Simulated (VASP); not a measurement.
A run of VASP 6.6.1 is set up as follows.

INCAR

```
SYSTEM = AlP
PREC = Accurate
ENCUT = 500
EDIFF = 1E-6
ISMEAR = 0
SIGMA = 0.02
LREAL = .FALSE.
LASPH = .TRUE.
NELM = 120
ALGO = Normal
ISIF = 2
LWAVE = .FALSE.
LCHARG = .FALSE.
GGA = PS
NBANDS = 11
GGA_COMPAT = .FALSE.
```

Contents of KPOINTS:

```
regular mesh
0
G
  10 10 10
  0 0 0
```

File POSCAR:

```
AlP
1.0
    0.0000000000      2.4366967262      2.4366967262
    2.4366967262      0.0000000000      2.4366967262
    2.4366967262      2.4366967262      0.0000000000
Al P
1 1
Direct
    0.0000000000      0.0000000000      0.0000000000
    0.7500000000      0.7500000000      0.7500000000
```

Potentials or basis: VASP PAW PBE potentials, release 64 (Al, P).

The run is started by

```console
$ cat potpaw_PBE.64/Al/POTCAR potpaw_PBE.64/P/POTCAR > POTCAR
$ mpirun -np 1 vasp_std > vasp.out
```

Question: What does it give for the band gap on the k mesh?

Answer: 0.54 eV, indirect (least direct gap 3.44 eV).

Question: What does it give for the pressure?

Answer: 60.2 GPa.

Caveat: the PAW data sets were made with another functional, which shifts forces and pressure a little. As with any semilocal functional, this PBEsol gap is likely too small.
